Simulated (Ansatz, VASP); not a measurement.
# As: VASP beside Ansatz

File INCAR:

```
SYSTEM = As
PREC     = Accurate       ! precision mode
ENCUT    = 520            ! plane-wave cutoff, eV
EDIFF    = 1E-7           ! SCF threshold, eV
ISMEAR   = 0              ! smearing method
SIGMA    = 0.02           ! smearing width, eV
LREAL    = .FALSE.        ! projectors in reciprocal space
LASPH    = .TRUE.         ! aspherical terms in the spheres
NELM     = 100            ! most SCF steps
ALGO     = Normal         ! electronic algorithm
ISIF     = 2              ! what is computed and relaxed
LWAVE    = .FALSE.        ! write WAVECAR
LCHARG   = .FALSE.        ! write CHGCAR
LDIPOL   = .TRUE.       
IDIPOL   = 3            
DIPOL    = 0.5 0.5 0.500
GGA      = PE             ! functional
IVDW     = 12             ! dispersion correction
NBANDS   = 12             ! bands
```

File KPOINTS:

```
Automatic mesh
0
G
  9 9 1
  0 0 0
```

POSCAR

```
As
1.0
    3.6930000000      0.0000000000      0.0000000000
   -1.8465000000      3.1982318162      0.0000000000
    0.0000000000      0.0000000000     28.5742413766
As
2
Direct
    0.3333333333      0.6666666667      0.4790370638
    0.6666666667      0.3333333333      0.5209629362
```

Input for Ansatz:

```yaml
crystal:
  lattice:
    - [3.693, 0.0, 0.0]
    - [-1.8465, 3.1982318162, 0.0]
    - [0.0, 0.0, 28.5742413766]
  atoms:
    - { symbol: As, position: [0.3333333333, 0.6666666667, 0.4790370638] }
    - { symbol: As, position: [0.6666666667, 0.3333333333, 0.5209629362] }
  periodic: [true, true, false]
basis:
  ecutwfc: 420
kpoints:
  mp_grid: { grid: [9, 9, 1] }
hamiltonian:
  xc: pbe
  dispersion: d3bj
scf:
  occupations: { method: gaussian, width: 0.02 }
output:
  forces: true
  stress: true
  eigenvalues: true
```

Alike in both runs: task single point; functional PBE; dispersion D3(BJ); k mesh 9 × 9 × 1; occupations gaussian, width 0.02 eV; no spin polarisation.

|  | VASP | Ansatz |
| --- | --- | --- |
| version | VASP 6.6.1 | Ansatz 0.2.0 |
| potentials or method | VASP PAW PBE potentials, release 64 (As), cutoff 520 eV | scalar-relativistic, plane waves, PAW |
| valence electrons in the cell | 10 | 30 |

Ansatz gave:

```
gap on the k mesh at the Fermi level (eV) : 0.70
least direct gap on the mesh (eV)         : 0.74
rms of the force components (eV/Å)        : 1.217
```

Q: Estimate VASP's values.

A: gap on the k mesh at the Fermi level (eV): 0.63; least direct gap on the mesh (eV): 0.67; rms of the force components (eV/Å): 1.283.

Atom by atom the forces differ by 0.066 eV/Å (rms over components). VASP's potentials hold 10 valence electrons a cell and Ansatz's 30, so a difference there can come from the potentials and not from the codes.
